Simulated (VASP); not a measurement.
Write the native input for VASP 6.6.1 that does the following.

| Item | Value |
| --- | --- |
| Task | single point |
| Functional | PBEsol |
| Potentials or basis | VASP PAW PBE potentials, release 64 (B, As_d) |
| Cutoff | 560 eV |
| k mesh | 6 × 6 × 6 |
| Occupations | gaussian, width 0.01 eV |
| Spin | no spin polarisation |
| Dipole correction | no |
| Further INCAR settings | ALGO = Normal; EDIFF = 1e-06; NBANDS = 16 |

The structure of BAs lies in POSCAR:

```
BAs
1.0
    0.0000000000      2.3580250919      2.3580250919
    2.3580250919      0.0000000000      2.3580250919
    2.3580250919      2.3580250919      0.0000000000
B As
1 1
Direct
    0.0000000000      0.0000000000      0.0000000000
    0.2500000000      0.2500000000      0.2500000000
```

The input as run:

INCAR

```
SYSTEM = BAs
ALGO     = Normal         ! electronic algorithm
EDIFF    = 1E-6           ! SCF threshold, eV
ENCUT    = 560            ! plane-wave cutoff, eV
GGA      = PS             ! functional
GGA_COMPAT= .FALSE.      
ISIF     = 2              ! what is computed and relaxed
ISMEAR   = 0              ! smearing method
LASPH    = .TRUE.         ! aspherical terms in the spheres
LCHARG   = .FALSE.        ! write CHGCAR
LREAL    = .FALSE.        ! projectors in reciprocal space
LWAVE    = .FALSE.        ! write WAVECAR
NBANDS   = 16             ! bands
NELM     = 120            ! most SCF steps
PREC     = Accurate       ! precision mode
SIGMA    = 0.01           ! smearing width, eV
```

KPOINTS

```
k-points
0
G
  6 6 6
  0 0 0
```

Potentials or basis: VASP PAW PBE potentials, release 64 (B, As_d).

Command:

```console
$ cat potpaw_PBE.64/B/POTCAR potpaw_PBE.64/As_d/POTCAR > POTCAR
$ mpirun -np 1 vasp_std > vasp.out
```

Results of the run:

The pressure is 4.8 GPa and the band gap on the k mesh is 1.16 eV (least direct gap 3.29 eV).

Caveat: the cell stands under pressure; the PAW data sets were made with another functional, which shifts forces and pressure a little.

Run time: 8.6 s on 1 thread of Intel(R) Xeon(R) Platinum 8259CL CPU @ 2.50GHz (Skylake/Cascade Lake), on a shared host, peak memory 0.15 GiB.
